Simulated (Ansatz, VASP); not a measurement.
## AlAu4 in VASP and in Ansatz

Contents of INCAR:

```
PREC = Accurate
ENCUT = 520
EDIFF = 1E-6
ISMEAR = 0
SIGMA = 0.1
LREAL = False
LASPH = True
NELM = 60
ALGO = Fast
ISIF = 2
LWAVE = False
LCHARG = True
GGA = PS
LELF = True
LVHAR = True
NBANDS = 32
```

KPOINTS

```
regular mesh
0
Gamma
  12 12 4
```

POSCAR

```
AlAu4
1.0
    2.3745233995     -1.6524066490     -0.0484943000
    2.3745233995      1.6524066490     -0.0484943000
   -1.1646706663      0.0000000000     10.5926965988
Al Au
1 4
Direct
    0.0000000000      0.0000000000      0.0000000000
    0.6190430187      0.6190430187      0.8236785405
    0.1923068169      0.1923068169      0.6069604063
    0.8076931831      0.8076931831      0.3930395937
    0.3809569813      0.3809569813      0.1763214595
```

Input for Ansatz:

```yaml
crystal:
  lattice:
    - [2.3745233995, -1.652406649, -0.0484943]
    - [2.3745233995, 1.652406649, -0.0484943]
    - [-1.1646706663, 0.0, 10.5926965988]
  atoms:
    - { symbol: Al, position: [0.0, 0.0, 0.0] }
    - { symbol: Au, position: [0.6190430187, 0.6190430187, 0.8236785405] }
    - { symbol: Au, position: [0.1923068169, 0.1923068169, 0.6069604063] }
    - { symbol: Au, position: [0.8076931831, 0.8076931831, 0.3930395937] }
    - { symbol: Au, position: [0.3809569813, 0.3809569813, 0.1763214595] }
basis:
  ecutwfc: 420
kpoints:
  mp_grid: { grid: [12, 12, 4] }
hamiltonian:
  xc: pbesol
scf:
  occupations: { method: gaussian, width: 0.1 }
output:
  forces: true
  stress: true
  eigenvalues: true
  populations: true
```

Alike in both runs: task single point; functional PBEsol; k mesh 12 × 12 × 4; occupations gaussian, width 0.1 eV; no spin polarisation.

|  | VASP | Ansatz |
| --- | --- | --- |
| version | VASP 6.6.1 | Ansatz 0.2.0 |
| potentials or method | VASP PAW PBE potentials, release 64 (Al, Au), cutoff 520 eV | scalar-relativistic, plane waves, PAW |
| valence electrons in the cell | 47 | 79 |

VASP gave:

- gap on the k mesh at the Fermi level (eV): none
- pressure (GPa): 4.3
- traceless stress, the component that is largest in VASP (GPa): 3.76
- rms of the force components (eV/Å): 0.281

Question: Estimate Ansatz's values.

Answer: gap on the k mesh at the Fermi level (eV): none; pressure (GPa): 4.5; traceless stress, the component that is largest in VASP (GPa): 3.75; rms of the force components (eV/Å): 0.279.

VASP's potentials were made for PBE, not for PBEsol. Atom by atom the forces differ by 0.002 eV/Å (rms over components). A gap of «none» marks a metal or a gap that the smearing closes. The functional is the same, so the differences come from potentials, cutoffs and numerics. VASP's potentials hold 47 valence electrons a cell and Ansatz's 79, so a difference there can come from the potentials and not from the codes.

Spin-orbit coupling is off throughout.
